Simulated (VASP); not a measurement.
# H2Pb (CdI2 type) (P-3m1) in VASP: a series of runs, part 2 of 2

VASP 6.6.1. Earlier steps stand in the parts before.

## (3) Electric field gradients, PBE

INCAR reads:

```
PREC = Accurate
ENCUT = 520
EDIFF = 1E-8
ISMEAR = -1
SIGMA = 0.05
LREAL = False
LASPH = True
NELM = 60
ALGO = Normal
ISIF = 2
LWAVE = False
LCHARG = False
GGA = PE
LEFG = True
NBANDS = 15
```

KPOINTS reads:

```
Automatic mesh
0
Gamma
  11 11 6
```

POSCAR reads:

```
H2Pb
1.0
    3.7500520039      0.0000000000      0.0000000000
   -1.8750260019      3.2476403009      0.0000000000
    0.0000000000      0.0000000000      3.6439737521
Pb H
1 2
Direct
    0.0000000000      0.0000000000      0.0000000000
    0.3333333333      0.6666666667      0.2286228593
    0.6666666667      0.3333333333      0.7713771407
```

Potentials or basis: VASP PAW PBE potentials, release 64 (Pb_d, H).

Run with:

```
$ cat potpaw_PBE.64/Pb_d/POTCAR potpaw_PBE.64/H/POTCAR > POTCAR
$ mpirun -np 1 vasp_std > vasp.out
```

OUTCAR:

```text
PREC = Accurate
   ENCUT = 520
   EDIFF = 1E-8
   ISMEAR = -1
   LREAL = False
   LASPH = True
   NELM = 60
   ISIF = 2
   GGA = PE

 ion  position               nearest neighbor table
   1  0.000  0.000  0.000-   2 2.32   3 2.32   2 2.32   3 2.32   3 2.32   2 2.32
   2  0.333  0.667  0.229-   1 2.32   1 2.32   1 2.32
   3  0.667  0.333  0.771-   1 2.32   1 2.32   1 2.32

  LATTYP: Found a hexagonal cell.
 ALAT       =     3.7500520039
 C/A-ratio  =     0.9717128585

  Lattice vectors:

 A1 = (   3.7500520039,   0.0000000000,   0.0000000000)
 A2 = (  -1.8750260019,   3.2476403009,   0.0000000000)
 A3 = (   0.0000000000,   0.0000000000,   3.6439737521)

Analysis of symmetry for initial positions (statically):
=====================================================================
 Subroutine PRICEL returns:
 Original cell was already a primitive cell.

 Routine SETGRP: Setting up the symmetry group for a
 hexagonal supercell.

 Subroutine GETGRP returns: Found 12 space group operations
 (whereof 12 operations were pure point group operations)
 out of a pool of 24 trial point group operations.

The static configuration has the point symmetry D_3d.

Analysis of symmetry for dynamics (positions and initial velocities):
=====================================================================
 Subroutine PRICEL returns:
 Original cell was already a primitive cell.

 Routine SETGRP: Setting up the symmetry group for a
 hexagonal supercell.

 Subroutine GETGRP returns: Found 12 space group operations
 (whereof 12 operations were pure point group operations)
 out of a pool of 24 trial point group operations.

The dynamic configuration has the point symmetry D_3d.

 Subroutine INISYM returns: Found 12 space group operations
 (whereof 12 operations are pure point group operations),
 and found     1 'primitive' translations

----------------------------------------------------------------------------------------

                                     Primitive cell

  volume of cell :      44.3793

  direct lattice vectors                    reciprocal lattice vectors
     3.750052004  0.000000000  0.000000000     0.266662969  0.153957937  0.000000000
    -1.875026002  3.247640301  0.000000000     0.000000000  0.307915873  0.000000000
     0.000000000  0.000000000  3.643973752     0.000000000  0.000000000  0.274425687

  length of vectors
     3.750052004  3.750052004  3.643973752     0.307915873  0.307915873  0.274425687

  position of ions in fractional coordinates (direct lattice)
     0.000000000  0.000000000  0.000000000
     0.333333333  0.666666667  0.228622859
     0.666666667  0.333333333  0.771377141

  ion indices of the primitive-cell ions
   primitive index   ion index
                 1           1
                 2           2
                 3           3

----------------------------------------------------------------------------------------

 KPOINTS: Automatic mesh

Automatic generation of k-mesh.
 Grid dimensions read from file:
[... 88 lines left out ...]
  Thomas-Fermi vector in A             =   2.301696
   LORBIT       =      0    0 simple, 1 ext, 2 COOP (PROOUT), +10 PAW based schemes
   GGA     = PE    functional components
   LHFCALC =     F    Hartree Fock is set to
   AEXX    =    0.0000 exact exchange contribution
   IVDW    =     0    specifies the selected vdW correction
   LEPSILON=     F    determine dielectric tensor
   LRPA    =     F    only Hartree local field effects (RPA)
 non-spin polarized calculation
  energy-cutoff  :      520.00
  volume of cell :       44.38
 maximum number of plane-waves:      1210
   NGX = 13   NGY = 13   NGZ = 13

 number of electron      15.9999993 magnetization

 Free energy of the ion-electron system (eV)
  ---------------------------------------------------
  ext. energy  EPLUGINS =         0.00000000
  ---------------------------------------------------
  free energy    TOTEN  =        -8.76370728 eV

  energy without entropy =       -8.75764019  energy(sigma->0) =       -8.76067373

 E-fermi :   4.3142     XC(G=0):  -9.2298

 val. band max:        4.2649765736   @ k =   0.4545   0.0909   0.3333
 cond. band min:       4.3680431557   @ k =   0.2727   0.1818   0.3333
 fundamental gap:      0.1030665820
 Fermi energy:         4.3142415297

 k-point     1 :       0.0000    0.0000    0.0000
  band No.  band energies     occupation
      1     -12.7562      2.00000
      2     -12.5809      2.00000
      3     -12.5809      2.00000
      4     -12.5106      2.00000
      5     -12.5106      2.00000
      6      -6.8366      2.00000
      7       2.7415      2.00000
      8       6.3009      0.00000
      9       8.6711      0.00000
     10       8.6711      0.00000
     11       9.5146      0.00000
     12      10.4501      0.00000
     13      13.4183      0.00000
     14      13.4183      0.00000
[... 401 lines left out ...]
      2     -12.5959      2.00000
      3     -12.5686      2.00000
      4     -12.5362      2.00000
      5     -12.4625      2.00000
      6      -4.7965      2.00000
      7      -0.0540      2.00000
      8       3.4571      2.00000
      9       6.3971      0.00000
     10       6.7521      0.00000
     11      11.2835      0.00000
     12      11.9544      0.00000
     13      14.7593      0.00000
     14      16.9133      0.00000
     15      17.8929      0.00000

 [... further k-points ...]

------------------------ aborting loop because EDIFF is reached ----------------------------------------

  FORCE on cell =-STRESS in cart. coord.  units (eV):
  Direction    XX          YY          ZZ          XY          YZ          ZX
  --------------------------------------------------------------------------------------
  -------------------------------------------------------------------------------------
  Total       -0.0239872     -0.0239872     -0.0324377     -0.0000000      0.0000000      0.0000000
  in kB       -0.8659846     -0.8659846     -1.1710638     -0.0000000      0.0000000      0.0000000
  external PRESSURE =      -0.9676776 kB  Pullay stress =       0.0000000 kB

 VOLUME and BASIS-vectors are now :
 -----------------------------------------------------------------------------
  energy-cutoff  :      520.00
  volume of cell :       44.38
      direct lattice vectors                 reciprocal lattice vectors
     3.750052004  0.000000000  0.000000000     0.266662969  0.153957937  0.000000000
    -1.875026002  3.247640301  0.000000000     0.000000000  0.307915873  0.000000000
     0.000000000  0.000000000  3.643973752     0.000000000  0.000000000  0.274425687

 POSITION                                       TOTAL-FORCE (eV/Angst)
 -----------------------------------------------------------------------------------
      0.00000      0.00000      0.00000         0.000000      0.000000      0.000000
     -0.00000      2.16509      0.83310         0.000000      0.000000      0.000936
      1.87503      1.08255      2.81088        -0.000000      0.000000     -0.000936
 -----------------------------------------------------------------------------------
    total drift:                                0.000000      0.000000      0.000000

  FREE ENERGIE OF THE ION-ELECTRON SYSTEM (eV)
  ---------------------------------------------------
  free  energy   TOTEN  =        -8.7637072816 eV

  energy  without entropy=       -8.7576401867  energy(sigma->0) =       -8.76067373

 Electric field gradients (V/A^2)
---------------------------------------------------------------------
 ion       V_xx      V_yy      V_zz      V_xy      V_xz      V_yz
---------------------------------------------------------------------
   1     -23.945   -23.944    47.889     0.001     0.000    -0.000
   2       0.472     0.472    -0.944     0.000    -0.000     0.000
   3       0.472     0.472    -0.944     0.000    -0.000     0.000
---------------------------------------------------------------------

 Electric field gradients after diagonalization (V/A^2)
 (convention: |V_zz| > |V_xx| > |V_yy|)
----------------------------------------------------------------------
 ion       V_xx      V_yy      V_zz     asymmetry (V_yy - V_xx)/ V_zz
----------------------------------------------------------------------
   1     -23.946   -23.943    47.889       0.000
   2       0.472     0.472    -0.944       0.001
   3       0.472     0.472    -0.944       0.001
----------------------------------------------------------------------

           NMR quadrupolar parameters

 Cq : quadrupolar parameter    Cq=e*Q*V_zz/h
 eta: asymmetry parameters     (V_yy - V_xx)/ V_zz
 Q  : nuclear electric quadrupole moment in mb (millibarn)
----------------------------------------------------------------------
 ion       Cq(MHz)       eta       Q (mb)
----------------------------------------------------------------------
   1       0.116       0.000       1.000
   2      -0.002       0.001       1.000
   3      -0.002       0.001       1.000
----------------------------------------------------------------------
```

OSZICAR:

```text
N       E                     dE             d eps       ncg     rms          rms(c)
DAV:   1     0.115622216675E+03    0.11562E+03   -0.76074E+03  2548   0.112E+03
DAV:   2    -0.271085889918E+01   -0.11833E+03   -0.11264E+03  2674   0.297E+02
DAV:   3    -0.909932463115E+01   -0.63885E+01   -0.63480E+01  3339   0.733E+01
DAV:   4    -0.925260452051E+01   -0.15328E+00   -0.15326E+00  3054   0.127E+01
DAV:   5    -0.925969201941E+01   -0.70875E-02   -0.70873E-02  3712   0.247E+00    0.357E+00
DAV:   6    -0.883010106667E+01    0.42959E+00   -0.19846E-01  3757   0.567E+00    0.149E+00
DAV:   7    -0.875966569564E+01    0.70435E-01   -0.17601E-01  3492   0.312E+00    0.317E-01
DAV:   8    -0.876305742896E+01   -0.33917E-02   -0.24969E-02  3234   0.176E+00    0.144E-01
DAV:   9    -0.876365070356E+01   -0.59327E-03   -0.10220E-03  3531   0.264E-01    0.457E-02
DAV:  10    -0.876370932142E+01   -0.58618E-04   -0.27774E-04  3339   0.175E-01    0.202E-02
DAV:  11    -0.876370666460E+01    0.26568E-05   -0.14483E-05  3659   0.503E-02    0.623E-03
DAV:  12    -0.876370725636E+01   -0.59176E-06   -0.43136E-06  2975   0.151E-02    0.755E-04
DAV:  13    -0.876370716282E+01    0.93543E-07   -0.17004E-07  3374   0.384E-03    0.806E-04
DAV:  14    -0.876370728585E+01   -0.12303E-06   -0.18913E-08  3104   0.204E-03    0.310E-04
DAV:  15    -0.876370728163E+01    0.42207E-08   -0.50395E-09  2401   0.863E-04
   1 F= -.87637073E+01 E0= -.87606737E+01  d E =-.606709E-02
```

It took 90 s on 1 thread of AMD EPYC 7R13, shared host; peak memory 0.16 GiB.

What came out:

| Property | Result |
| --- | --- |
| Free energy | -8.7637 eV |
| Pressure | -0.1 GPa |
| Band gap on the k mesh | zero (bands 8 and 9 overlap by 3.97 eV) |
| Largest electric field gradient by atom | Pb +47.9; H -0.9 V/Å² |

Levels at points of the mesh, in eV from the Fermi level:
```
           k point  band 4  band 5  band 6  band 7  band 8  band 9  band 10  band 11  band 12  band 13
(0.00, 0.00, 0.00)  -16.82  -16.82  -11.15   -1.57    1.99    4.36     4.36     5.20     6.14     9.10
(0.00, 0.00, 0.50)  -16.87  -16.87   -9.86   -5.14    2.86    3.16     5.64     5.64     9.92    11.02
```

Electric field gradients, principal values (V/Å²):
| atom | least | middle | greatest (by size) |
| --- | --- | --- | --- |
| 1 Pb | -23.943 | -23.946 | 47.889 |
| 2 H | 0.472 | 0.472 | -0.944 |
| 3 H | 0.472 | 0.472 | -0.944 |

Caveat: without QUAD_EFG the Cq values of the log hold for a quadrupole moment of 1 mb, not for the nuclei; spin-orbit coupling is left out, which moves the levels of the heavy elements.
